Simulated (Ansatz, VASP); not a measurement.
**Al in VASP and in Ansatz**

```
Al
1.0
     4.70298    0.00000    0.00000
    -2.35149    4.07290    0.00000
     0.00000    0.00000    2.90984
Al
3
Direct
  0.00000 0.00000 0.00000
  0.33333 0.66667 0.50000
  0.66667 0.33333 0.50000
```

Alike in both runs: task single point; functional PBE; k mesh 9 × 9 × 12; occupations fermi-dirac, width 0.1 eV; no spin polarisation.

|  | VASP | Ansatz |
| --- | --- | --- |
| version | VASP 6.6.1 | Ansatz 0.2.0 |
| potentials or method | VASP PAW PBE potentials, release 64 (Al), cutoff 500 eV | plane waves (420 eV) with PAW, scalar-relativistic |
| valence electrons in the cell | 9 | 9 |

```tsv
	VASP	Ansatz	Ansatz less VASP
pressure (GPa)	-4.3	-4.3	+0.02
traceless stress, the component that is largest in VASP (GPa)	-0.88	-0.88	-0.001
```
